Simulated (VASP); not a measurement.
# Sn (Fd-3m) in VASP: a series of runs

The runs below take Sn through single point, with PBE.

Everything below comes from runs of VASP 6.6.1. Logs are shortened: lines on timing, memory, paths and dates and some standing lists are left out, and cuts for length are marked.

### Step 1. The cell of the first run

Symmetry: Fd-3m, No. 227, cubic system. Conventional cell: a = 6.467 Å, b = 6.467 Å, c = 6.467 Å, α = 90.00°, β = 90.00°, γ = 90.00°. Sn (site symmetry -43m) has 4 Sn at 2.80 Å within 3.7 Å.

### Step 2. Single point, PBE

Input file INCAR:

```
PREC = Accurate ; ENCUT = 500
EDIFF = 1E-6 ; ISMEAR = -1
SIGMA = 0.15 ; LREAL = False
LASPH = True ; NELM = 120
ALGO = Normal ; ISIF = 2
LWAVE = False ; LCHARG = False
GGA = PE ; NBANDS = 21
GGA_COMPAT = False
```

Input file KPOINTS:

```
Automatic mesh
0
Gamma
  7 7 7
```

Input file POSCAR:

```
Sn
1.0
    0.0000000000      3.2333430000      3.2333430000
    3.2333430000      0.0000000000      3.2333430000
    3.2333430000      3.2333430000      0.0000000000
Sn
2
Direct
    0.0000000000      0.0000000000      0.0000000000
    0.2500000000      0.2500000000      0.2500000000
```

Potentials or basis: VASP PAW PBE potentials, release 64 (Sn_d).

The run is started by

```
$ cat potpaw_PBE.64/Sn_d/POTCAR > POTCAR
$ mpirun -np 1 vasp_std > vasp.out
```

OUTCAR:

```text
PREC = Accurate
   ENCUT = 500
   EDIFF = 1E-6
   ISMEAR = -1
   LREAL = False
   LASPH = True
   NELM = 120
   ISIF = 2
   GGA = PE

 ion  position               nearest neighbor table
   1  0.000  0.000  0.000-   2 2.80   2 2.80   2 2.80   2 2.80
   2  0.250  0.250  0.250-   1 2.80   1 2.80   1 2.80   1 2.80

  LATTYP: Found a face centered cubic cell.
 ALAT       =     6.4666860000

  Lattice vectors:

 A1 = (   0.0000000000,   3.2333430000,   3.2333430000)
 A2 = (   3.2333430000,   0.0000000000,   3.2333430000)
 A3 = (   3.2333430000,   3.2333430000,   0.0000000000)

Analysis of symmetry for initial positions (statically):
=====================================================================
 Subroutine PRICEL returns:
 Original cell was already a primitive cell.

 Routine SETGRP: Setting up the symmetry group for a
 face centered cubic supercell.

 Subroutine GETGRP returns: Found 48 space group operations
 (whereof 24 operations were pure point group operations)
 out of a pool of 48 trial point group operations.

The static configuration has the point symmetry T_d .
 The point group associated with its full space group is O_h .

Analysis of symmetry for dynamics (positions and initial velocities):
=====================================================================
 Subroutine PRICEL returns:
 Original cell was already a primitive cell.

 Routine SETGRP: Setting up the symmetry group for a
 face centered cubic supercell.

 Subroutine GETGRP returns: Found 48 space group operations
 (whereof 24 operations were pure point group operations)
 out of a pool of 48 trial point group operations.

The dynamic configuration has the point symmetry T_d .
 The point group associated with its full space group is O_h .

 Subroutine INISYM returns: Found 48 space group operations
 (whereof 24 operations are pure point group operations),
 and found     1 'primitive' translations

----------------------------------------------------------------------------------------

                                     Primitive cell

  volume of cell :      67.6060

  direct lattice vectors                    reciprocal lattice vectors
     0.000000000  3.233343000  3.233343000    -0.154638713  0.154638713  0.154638713
     3.233343000  0.000000000  3.233343000     0.154638713 -0.154638713  0.154638713
     3.233343000  3.233343000  0.000000000     0.154638713  0.154638713 -0.154638713

  length of vectors
     4.572637522  4.572637522  4.572637522     0.267842108  0.267842108  0.267842108

  position of ions in fractional coordinates (direct lattice)
     0.000000000  0.000000000  0.000000000
     0.250000000  0.250000000  0.250000000

  ion indices of the primitive-cell ions
   primitive index   ion index
                 1           1
                 2           2

----------------------------------------------------------------------------------------

 KPOINTS: Automatic mesh

Automatic generation of k-mesh.
 Grid dimensions read from file:
 generate k-points for:    7    7    7

 Generating k-lattice:

  Cartesian coordinates                     Fractional coordinates (reciprocal lattice)
    -0.022091245  0.022091245  0.022091245     0.142857143  0.000000000  0.000000000
     0.022091245 -0.022091245  0.022091245     0.000000000  0.142857143  0.000000000
     0.022091245  0.022091245 -0.022091245     0.000000000  0.000000000  0.142857143

  Length of vectors
     0.038263158  0.038263158  0.038263158

  Shift w.r.t. Gamma in fractional coordinates (k-lattice)
     0.000000000  0.000000000  0.000000000

 Subroutine IBZKPT returns following result:
 ===========================================

 Found     20 irreducible k-points:

 Following reciprocal coordinates:
            Coordinates               Weight
  0.000000  0.000000  0.000000      1.000000
  0.142857  0.000000  0.000000      8.000000
  0.285714  0.000000  0.000000      8.000000
  0.428571  0.000000  0.000000      8.000000
  0.142857  0.142857  0.000000      6.000000
  0.285714  0.142857  0.000000     24.000000
[... 12 lines left out ...]
 -0.428571  0.428571  0.142857     24.000000
 -0.285714  0.428571  0.142857     24.000000
   k-points           NKPTS =     20   k-points in BZ     NKDIM =     20   number of bands    NBANDS=     21
   number of dos      NEDOS =    301   number of ions     NIONS =      2
   total plane-waves  NPLWV =  46656
   dimension x,y,z NGX =    36 NGY =   36 NGZ =   36
   dimension x,y,z NGXF=    72 NGYF=   72 NGZF=   72
   ions per type =               2
   NGX,Y,Z   is equivalent  to a cutoff of  13.09, 13.09, 13.09 a.u.
   NGXF,Y,Z  is equivalent  to a cutoff of  26.18, 26.18, 26.18 a.u.
 SYSTEM =  unknown system
   PREC   = accura    normal or accurate (medium, high low for compatibility)
   ISTART =      0    job   : 0-new  1-cont  2-samecut
   ICHARG =      2    charge: 1-file 2-atom 10-const
   ISPIN  =      1    spin polarized calculation?
   LNONCOLLINEAR =      F non collinear calculations
   LSORBIT =      F    spin-orbit coupling
   LASPH  =      T    aspherical Exc in radial PAW
   ENCUT  =  500.0 eV  36.75 Ry    6.06 a.u.   8.34  8.34  8.34*2*pi/ulx,y,z
   NELM   =    120;   NELMIN=  2; NELMDL= -5     # of ELM steps
   EDIFF  = 0.1E-05   stopping-criterion for ELM
   LREAL  =      F    real-space projection
   EDIFFG = 0.1E-04   stopping-criterion for IOM
   NSW    =      0    number of steps for IOM
   IBRION =     -1    ionic relax: 0-MD 1-quasi-New 2-CG
   NFREE  =      0    steps in history (QN), initial steepest desc. (CG)
   ISIF   =      2    stress and relaxation
   ISYM   =      2    0-nonsym 1-usesym 2-fastsym
   POTIM  = 0.5000    time-step for ionic-motion
   TEBEG  =    0.0;   TEEND  =   0.0 temperature during run
   PSTRESS=    0.0 pullay stress
   NELECT =      28.0000    total number of electrons
   NUPDOWN=      -1.0000    fix difference up-down
   EMIN   =  10.00;   EMAX   =-10.00  energy-range for DOS
   EFERMI =   0.00;   METHOD = LEGACY
   ISMEAR =    -1;   SIGMA  =   0.15  broadening in eV -4-tet -1-fermi 0-gaus
   EFERMI_NEDOS =   21; number of points for ismear=-14 and -15
   IALGO  =     38    algorithm
   IMIX   =      4    mixing-type and parameters
     AMIX     =   0.40;   BMIX     =  1.00
     AMIX_MAG =   1.60;   BMIX_MAG =  1.00
  volume/ion in A,a.u.               =      33.80       228.11
  Fermi-wavevector in a.u.,A,eV,Ry     =   1.220298  2.306028 20.260790  1.489126
  Thomas-Fermi vector in A             =   2.355520
   LORBIT       =      0    0 simple, 1 ext, 2 COOP (PROOUT), +10 PAW based schemes
   GGA     = PE    functional components
   LHFCALC =     F    Hartree Fock is set to
   AEXX    =    0.0000 exact exchange contribution
   IVDW    =     0    specifies the selected vdW correction
   LEPSILON=     F    determine dielectric tensor
   LRPA    =     F    only Hartree local field effects (RPA)
 non-spin polarized calculation
  energy-cutoff  :      500.00
  volume of cell :       67.61
 maximum number of plane-waves:      1759
 NGX is ok and might be reduce to    36
   NGX = 17   NGY = 17   NGZ = 17

 number of electron      28.0000008 magnetization

 Free energy of the ion-electron system (eV)
  ---------------------------------------------------
  ext. energy  EPLUGINS =         0.00000000
  ---------------------------------------------------
  free energy    TOTEN  =        -7.61958045 eV

  energy without entropy =       -7.59877619  energy(sigma->0) =       -7.60917832

 E-fermi :   5.7488     XC(G=0):  -8.9221

 val. band max:        5.4841913023   @ k =   0.1429   0.0000   0.0000
 cond. band min:       5.8019258023   @ k =   0.4286   0.0000   0.0000
 fundamental gap:      0.3177345000
 Fermi energy:         5.7488113000

 k-point     1 :       0.0000    0.0000    0.0000
  band No.  band energies     occupation
      1     -15.9489      2.00000
      2     -15.9489      2.00000
      3     -15.9489      2.00000
      4     -15.8877      2.00000
      5     -15.8877      2.00000
      6     -15.5700      2.00000
[... 13 lines left out ...]
     20      13.7420      0.00000
     21      13.7420      0.00000

 k-point     2 :       0.1429    0.0000    0.0000
  band No.  band energies     occupation
      1     -15.9624      2.00000
      2     -15.9624      2.00000
      3     -15.9440      2.00000
      4     -15.8684      2.00000
      5     -15.8684      2.00000
      6     -15.5957      2.00000
[... 13 lines left out ...]
     20      12.7654      0.00000
     21      12.7654      0.00000

 k-point     3 :       0.2857    0.0000    0.0000
  band No.  band energies     occupation
      1     -15.9784      2.00000
      2     -15.9784      2.00000
      3     -15.9325      2.00000
      4     -15.8409      2.00000
      5     -15.8409      2.00000
      6     -15.6193      2.00000
[... 13 lines left out ...]
     20      12.7841      0.00000
     21      12.7841      0.00000

 k-point     4 :       0.4286    0.0000    0.0000
  band No.  band energies     occupation
      1     -15.9853      2.00000
      2     -15.9853      2.00000
      3     -15.9229      2.00000
      4     -15.8269      2.00000
      5     -15.8269      2.00000
      6     -15.6295      2.00000
[... 13 lines left out ...]
     20      14.0525      0.00000
     21      14.0525      0.00000

 k-point     5 :       0.1429    0.1429    0.0000
  band No.  band energies     occupation
      1     -15.9601      2.00000
      2     -15.9601      2.00000
      3     -15.9578      2.00000
      4     -15.8711      2.00000
      5     -15.8471      2.00000
      6     -15.6346      2.00000
[... 13 lines left out ...]
     20      12.0188      0.00000
     21      13.9688      0.00000
[... 286 lines left out ...]
     20      14.1018      0.00000
     21      14.7745      0.00000

 k-point    18 :      -0.4286    0.2857    0.1429
  band No.  band energies     occupation
      1     -16.0169      2.00000
      2     -16.0021      2.00000
      3     -15.8717      2.00000
      4     -15.7958      2.00000
      5     -15.7632      2.00000
      6     -15.7151      2.00000
[... 13 lines left out ...]
     20      14.2014      0.00000
     21      14.8951      0.00000

 k-point    19 :      -0.4286    0.4286    0.1429
  band No.  band energies     occupation
      1     -16.0125      2.00000
      2     -16.0101      2.00000
      3     -15.8638      2.00000
      4     -15.7918      2.00000
      5     -15.7608      2.00000
      6     -15.7024      2.00000
[... 13 lines left out ...]
     20      14.7966      0.00000
     21      16.0776      0.00000

 k-point    20 :      -0.2857    0.4286    0.1429
  band No.  band energies     occupation
      1     -16.0241      2.00000
      2     -16.0110      2.00000
      3     -15.8392      2.00000
      4     -15.7693      2.00000
      5     -15.7500      2.00000
      6     -15.7167      2.00000
[... 13 lines left out ...]
     20      14.5151      0.00000
     21      16.3083      0.00000

------------------------ aborting loop because EDIFF is reached ----------------------------------------

  FORCE on cell =-STRESS in cart. coord.  units (eV):
  Direction    XX          YY          ZZ          XY          YZ          ZX
  --------------------------------------------------------------------------------------
  -------------------------------------------------------------------------------------
  Total        1.6323884      1.6323884      1.6323884     -0.0000000      0.0000000     -0.0000000
  in kB       38.6855469     38.6855469     38.6855469     -0.0000000      0.0000000     -0.0000000
  external PRESSURE =      38.6855469 kB  Pullay stress =       0.0000000 kB

 VOLUME and BASIS-vectors are now :
 -----------------------------------------------------------------------------
  energy-cutoff  :      500.00
  volume of cell :       67.61
      direct lattice vectors                 reciprocal lattice vectors
     0.000000000  3.233343000  3.233343000    -0.154638713  0.154638713  0.154638713
     3.233343000  0.000000000  3.233343000     0.154638713 -0.154638713  0.154638713
     3.233343000  3.233343000  0.000000000     0.154638713  0.154638713 -0.154638713

 POSITION                                       TOTAL-FORCE (eV/Angst)
 -----------------------------------------------------------------------------------
      0.00000      0.00000      0.00000        -0.000000     -0.000000     -0.000000
      1.61667      1.61667      1.61667         0.000000      0.000000      0.000000
 -----------------------------------------------------------------------------------
    total drift:                                0.000000      0.000000      0.000000

  FREE ENERGIE OF THE ION-ELECTRON SYSTEM (eV)
  ---------------------------------------------------
  free  energy   TOTEN  =        -7.6195804510 eV

  energy  without entropy=       -7.5987761910  energy(sigma->0) =       -7.60917832
```

Run time: 15 s. Hardware: 1 thread of Intel Xeon 6975P-C (Granite Rapids), shared host; peak memory 0.19 GiB.

Results:

```
Free energy            : -7.6196 eV
Pressure               : 3.9 GPa
Band gap on the k mesh : zero (band 14 reaches 5.84 eV, above the bottom of band 15 at 5.80 eV)
```

Caveat: spin-orbit coupling is left out, which moves the levels of the heavy elements.

### Step 3. Single point, PBE

This run uses another cell than the first one, of 36.98 Å³/atom, 1.094 times its volume.

Input file INCAR:

```
SYSTEM = Sn
  PREC = Accurate
  ENCUT = 500
  EDIFF = 1E-6
  ISMEAR = -1
  SIGMA = 0.15
  LREAL = .FALSE.
  LASPH = .TRUE.
  NELM = 120
  ALGO = Normal
  ISIF = 2
  LWAVE = .FALSE.
  LCHARG = .TRUE.
  GGA = PE
  LELF = .TRUE.
  LVHAR = .TRUE.
  NBANDS = 21
  GGA_COMPAT = .FALSE.
```

Input file KPOINTS:

```
regular mesh
0
G
  7 7 7
  0 0 0
```

Input file POSCAR:

```
Sn
1.0
    0.0000000000      3.3317691617      3.3317691617
    3.3317691617      0.0000000000      3.3317691617
    3.3317691617      3.3317691617      0.0000000000
Sn
2
Direct
    0.0000000009      0.0000000009      0.0000000009
    0.2499999991      0.2499999991      0.2499999991
```

Potentials or basis: VASP PAW PBE potentials, release 64 (Sn_d).

The run is started by

```
$ cat potpaw_PBE.64/Sn_d/POTCAR > POTCAR
$ mpirun -np 1 vasp_std > vasp.out
```

Wall time 19 s (1 thread of Intel Xeon 6975P-C (Granite Rapids), shared host); peak memory 0.2 GiB.

The run converged. Its results:

```
Free energy            : -7.6908 eV
Pressure               : 0.0 GPa
Band gap on the k mesh : zero (band 14 reaches 4.92 eV, above the bottom of band 15 at 4.72 eV)
```

Levels at points of the mesh, in eV from the Fermi level:
```csv
k point,band 10,band 11,band 12,band 13,band 14,band 15,band 16,band 17,band 18,band 19
"(0.00, 0.00, 0.00)",-21.19,-10.05,-1.12,0.14,0.14,0.14,2.20,2.20,2.20,5.01
```

Caveat: spin-orbit coupling is left out, which moves the levels of the heavy elements.
